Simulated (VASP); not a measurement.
Runs of VASP 6.6.1 on LiF. The structure is that of space group Fm-3m (No. 225), or close to it. The cells are those of the table. 

| cell | gap on the mesh (eV) |
| --- | --- |
| a = 2.877, b = 2.848 Å, angles 60.3, 59.3, 60.3°, 2 atoms | (a) |
| a = 2.827, b = 2.848 Å, angles 59.8, 60.5, 59.8°, 2 atoms | 9.22 |
| a = 2.841, b = 2.848 Å, angles 59.9, 60.2, 59.9°, 2 atoms | 9.13 |
| a = 2.855, b = 2.848 Å, angles 60.1, 59.8, 60.1°, 2 atoms | 9.04 |
| a = 2.870, b = 2.848 Å, angles 60.2, 59.5, 60.2°, 2 atoms | (b) |

Alike in all rows: task single point; level PBE; potentials or basis VASP PAW PBE potentials, release 64 (Li_sv, F); no spin polarisation; k mesh 10 × 10 × 10; cutoff (eV) 520; smearing gaussian 0.05 eV.

Estimate the missing entries.

(a) 8.88; (b) 8.93.

A k mesh can miss the band edges.
